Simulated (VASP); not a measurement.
# Sn (Immm) in VASP: settings compared, part 2 of 2

VASP 6.6.1. Earlier steps stand in the parts before.

### 3 Single point, BLYP

Contents of INCAR:

```
AGGAC    = 1.0          
AGGAX    = 1.0          
ALDAC    = 0.0          
ALDAX    = 1.0          
ALGO     = Normal         # electronic algorithm
EDIFF    = 1E-6           # SCF threshold, eV
ENCUT    = 500            # plane-wave cutoff, eV
GGA      = B5             # functional
GGA_COMPAT= False        
ISIF     = 2              # what is computed and relaxed
ISMEAR   = -1             # smearing method
LASPH    = True           # aspherical terms in the spheres
LCHARG   = False          # write CHGCAR
LREAL    = False          # projectors in reciprocal space
LWAVE    = False          # write WAVECAR
NBANDS   = 13             # bands
NELM     = 120            # most SCF steps
PREC     = Accurate       # precision mode
SIGMA    = 0.05           # smearing width, eV
```

Contents of KPOINTS:

```
k-points
0
Gamma
  11 11 11
```

Contents of POSCAR:

```
Sn
1.0
   -1.7265400000      1.7755450000      2.3383400000
    1.7265400000     -1.7755450000      2.3383400000
    1.7265400000      1.7755450000     -2.3383400000
Sn
1
Direct
    0.0000000000      0.0000000000      0.0000000000
```

Potentials or basis: VASP PAW PBE potentials, release 64 (Sn_d).

The run is started by

```console
cat potpaw_PBE.64/Sn_d/POTCAR > POTCAR
mpirun -np 1 vasp_std > vasp.out
```

OUTCAR:

```text
EDIFF = 1E-6
   ENCUT = 500
   GGA = B5
   ISIF = 2
   ISMEAR = -1
   LASPH = True
   LREAL = False
   NELM = 120
   PREC = Accurate

 ion  position               nearest neighbor table
   1  0.000  0.000  0.000-

  LATTYP: Found a body centered orthorhombic cell.
 ALAT       =     3.4530800000
 B/A-ratio  =     1.0283833563
 C/A-ratio  =     1.3543503191

  Lattice vectors:

 A1 = (  -1.7265400000,   1.7755450000,   2.3383400000)
 A2 = (   1.7265400000,  -1.7755450000,   2.3383400000)
 A3 = (   1.7265400000,   1.7755450000,  -2.3383400000)

Analysis of symmetry for initial positions (statically):
=====================================================================
 Subroutine PRICEL returns:
 Original cell was already a primitive cell.

 Routine SETGRP: Setting up the symmetry group for a
 body centered orthorhombic supercell.

 Subroutine GETGRP returns: Found  8 space group operations
 (whereof  8 operations were pure point group operations)
 out of a pool of  8 trial point group operations.

The static configuration has the point symmetry D_2h.

Analysis of symmetry for dynamics (positions and initial velocities):
=====================================================================
 Subroutine PRICEL returns:
 Original cell was already a primitive cell.

 Routine SETGRP: Setting up the symmetry group for a
 body centered orthorhombic supercell.

 Subroutine GETGRP returns: Found  8 space group operations
 (whereof  8 operations were pure point group operations)
 out of a pool of  8 trial point group operations.

The dynamic configuration has the point symmetry D_2h.

 Subroutine INISYM returns: Found  8 space group operations
 (whereof  8 operations are pure point group operations),
 and found     1 'primitive' translations

----------------------------------------------------------------------------------------

[... 115 lines left out ...]
   GGA     = B5    functional components
   LHFCALC =     F    Hartree Fock is set to
   AEXX    =    0.0000 exact exchange contribution
   IVDW    =     0    specifies the selected vdW correction
   LEPSILON=     F    determine dielectric tensor
   LRPA    =     F    only Hartree local field effects (RPA)
 non-spin polarized calculation
  energy-cutoff  :      500.00
  volume of cell :       28.67
 maximum number of plane-waves:       744
 NGX is ok and might be reduce to    28
   NGX = 13   NGY = 13   NGZ = 13

 number of electron      13.9999998 magnetization

 Free energy of the ion-electron system (eV)
  ---------------------------------------------------
  ext. energy  EPLUGINS =         0.00000000
  ---------------------------------------------------
  free energy    TOTEN  =        -2.94455681 eV

  energy without entropy =       -2.94127874  energy(sigma->0) =       -2.94291778

 E-fermi :   8.0003     XC(G=0):  -9.5028

 val. band max:        7.9709955758   @ k =  -0.1818   0.3636  -0.0000
 cond. band min:       8.0110501831   @ k =   0.1818   0.1818   0.1818
 fundamental gap:      0.0400546073
 Fermi energy:         8.0003035572

 k-point     1 :       0.0000    0.0000    0.0000
  band No.  band energies     occupation
      1     -13.5653      2.00000
      2     -13.5500      2.00000
      3     -13.5317      2.00000
      4     -13.5020      2.00000
      5     -13.4641      2.00000
      6      -2.7939      2.00000
      7      14.7883      0.00000
      8      14.9423      0.00000
      9      15.3237      0.00000
     10      18.9208      0.00000
     11      19.2230      0.00000
     12      19.7779      0.00000
     13      19.8816      0.00000
[... 354 lines left out ...]
  band No.  band energies     occupation
      1     -13.5646      2.00000
      2     -13.5248      2.00000
      3     -13.4972      2.00000
      4     -13.4584      2.00000
      5     -13.4190      2.00000
      6       0.5329      2.00000
      7       5.7484      2.00000
      8      10.4072      0.00000
      9      12.0319      0.00000
     10      15.6648      0.00000
     11      20.4782      0.00000
     12      21.5604      0.00000
     13      22.9106      0.00000

 [... further k-points ...]

------------------------ aborting loop because EDIFF is reached ----------------------------------------

  FORCE on cell =-STRESS in cart. coord.  units (eV):
  Direction    XX          YY          ZZ          XY          YZ          ZX
  --------------------------------------------------------------------------------------
  -------------------------------------------------------------------------------------
  Total        0.6671838      0.3632438      0.6237675      0.0000000      0.0000000      0.0000000
  in kB       37.2803584     20.2970449     34.8543774      0.0000000      0.0000000      0.0000000
  external PRESSURE =      30.8105935 kB  Pullay stress =       0.0000000 kB

 VOLUME and BASIS-vectors are now :
 -----------------------------------------------------------------------------
  energy-cutoff  :      500.00
  volume of cell :       28.67
      direct lattice vectors                 reciprocal lattice vectors
    -1.726540000  1.775545000  2.338340000     0.000000000  0.281603677  0.213826903
     1.726540000 -1.775545000  2.338340000     0.289596534  0.000000000  0.213826903
     1.726540000  1.775545000 -2.338340000     0.289596534  0.281603677  0.000000000

 POSITION                                       TOTAL-FORCE (eV/Angst)
 -----------------------------------------------------------------------------------
      0.00000      0.00000      0.00000        -0.000000      0.000000      0.000000
 -----------------------------------------------------------------------------------
    total drift:                               -0.000000     -0.000000     -0.000000

  FREE ENERGIE OF THE ION-ELECTRON SYSTEM (eV)
  ---------------------------------------------------
  free  energy   TOTEN  =        -2.9445568146 eV

  energy  without entropy=       -2.9412787396  energy(sigma->0) =       -2.94291778
```

OSZICAR:

```text
N       E                     dE             d eps       ncg     rms          rms(c)
DAV:   1     0.816494780201E+02    0.81649E+02   -0.70002E+03  5786   0.155E+03
DAV:   2     0.291086892237E+01   -0.78739E+02   -0.76312E+02  5946   0.337E+02
DAV:   3    -0.283217228872E+01   -0.57430E+01   -0.57236E+01  6614   0.741E+01
DAV:   4    -0.295223931789E+01   -0.12007E+00   -0.12004E+00  6940   0.115E+01
DAV:   5    -0.295641465495E+01   -0.41753E-02   -0.41752E-02  7385   0.210E+00    0.113E+00
DAV:   6    -0.294651113402E+01    0.99035E-02   -0.13846E-02  7321   0.204E+00    0.587E-01
DAV:   7    -0.294455443507E+01    0.19567E-02   -0.68689E-03  7181   0.136E+00    0.102E-01
DAV:   8    -0.294456247579E+01   -0.80407E-05   -0.71158E-04  6921   0.429E-01    0.277E-02
DAV:   9    -0.294455487944E+01    0.75963E-05   -0.28618E-05  7237   0.883E-02    0.132E-02
DAV:  10    -0.294455672210E+01   -0.18427E-05   -0.41618E-06  6641   0.206E-02    0.168E-03
DAV:  11    -0.294455681457E+01   -0.92466E-07   -0.84807E-08  4298   0.339E-03
   1 F= -.29445568E+01 E0= -.29429178E+01  d E =-.327807E-02
```

stdout:

```text
POSCAR found type information on POSCAR Sn
 POSCAR found :  1 types and       1 ions
 scaLAPACK will be used
 -----------------------------------------------------------------------------
|                                                                             |
|                                                                             |
|     You enforced a specific xc type in the INCAR file but a different       |
|     I HOPE YOU KNOW WHAT YOU ARE DOING!                                     |
|                                                                             |
 -----------------------------------------------------------------------------

 LDA part: xc-table for (Slater(with rela. corr.)+VWN5), standard interpolation
 POSCAR, INCAR and KPOINTS ok, starting setup
 FFT: planning ... GRIDC
 FFT: planning ... GRID_SOFT
 FFT: planning ... GRID
 WAVECAR not read
 entering main loop
```

Run time: 30 s. Hardware: 1 thread of Intel Xeon 6975P-C (Granite Rapids), shared host; peak memory 0.2 GiB.

What came out:

```
Free energy            : -2.9446 eV
Pressure               : 3.1 GPa
Band gap on the k mesh : zero (bands 7 and 8 overlap by 8.48 eV)
```

Stress tensor (GPa, compression positive):
```
3.73 0.00 0.00
0.00 2.03 0.00
0.00 0.00 3.49
```

Levels at points of the mesh, in eV from the Fermi level:
| k point | band 3 | band 4 | band 5 | band 6 | band 7 | band 8 | band 9 | band 10 | band 11 | band 12 |
| --- | --- | --- | --- | --- | --- | --- | --- | --- | --- | --- |
| (0.00, 0.00, 0.00) | -21.53 | -21.50 | -21.46 | -10.79 | 6.79 | 6.94 | 7.32 | 10.92 | 11.22 | 11.78 |

Caveat: the cell stands under pressure; the PAW data sets were made with another functional, which shifts forces and pressure a little; spin-orbit coupling is left out, which moves the levels of the heavy elements.

### 4 Single point, LDA

Contents of INCAR:

```
PREC = Accurate ; ENCUT = 500
EDIFF = 1E-6 ; ISMEAR = -1
SIGMA = 0.05 ; LREAL = F
LASPH = T ; NELM = 120
ALGO = Normal ; ISIF = 2
LWAVE = F ; LCHARG = F
GGA = CA ; NBANDS = 13
GGA_COMPAT = F
```

Contents of KPOINTS:

```
regular mesh
0
Gamma
  11 11 11
```

POSCAR is that of step 3.

Potentials or basis: VASP PAW LDA potentials, release 64 (Sn_d).

The run is started by

```console
cat potpaw_LDA.64/Sn_d/POTCAR > POTCAR
mpirun -np 1 vasp_std > vasp.out
```

It took 26 s on 1 thread of Intel Xeon 6975P-C (Granite Rapids), shared host; peak memory 0.19 GiB.

Results (log left out):

```yaml
Free_energy: -4.4015 eV
Pressure: -4.8 GPa
Band_gap_on_the_k_mesh: zero (bands 7 and 8 overlap by 8.66 eV)
```

Stress tensor (GPa, compression positive):
```
-4.22  0.00  0.00
 0.00 -5.80  0.00
 0.00  0.00 -4.45
```

Levels at points of the mesh, in eV from the Fermi level:
```
           k point  band 5  band 6  band 7  band 8  band 9  band 10
(0.00, 0.00, 0.00)  -21.35  -10.78    6.91    7.06    7.45    10.73
```

Caveat: the cell stands under tension; spin-orbit coupling is left out, which moves the levels of the heavy elements.

### 5 Summary

| level | potentials or basis | gap on the mesh (eV) | pressure (GPa) |
| --- | --- | --- | --- |
| PBEsol | VASP PAW PBE potentials, release 64 (Sn_d) | none | -3.6 |
| BLYP | VASP PAW PBE potentials, release 64 (Sn_d) | none | 3.1 |
| LDA | VASP PAW LDA potentials, release 64 (Sn_d) | none | -4.8 |

Alike in all rows: task single point; no spin polarisation; cell as given; k mesh 11 × 11 × 11; cutoff (eV) 500; smearing fermi-dirac 0.05 eV.

Caveats: spin-orbit coupling is left out, which moves the levels of the heavy elements; the cell stands under tension (at least some runs); the PAW data sets were made with another functional, which shifts forces and pressure a little (at least some runs); the cell stands under pressure (at least some runs).

Total energies depend on the potentials used, so only differences within one code and one set of settings carry meaning.
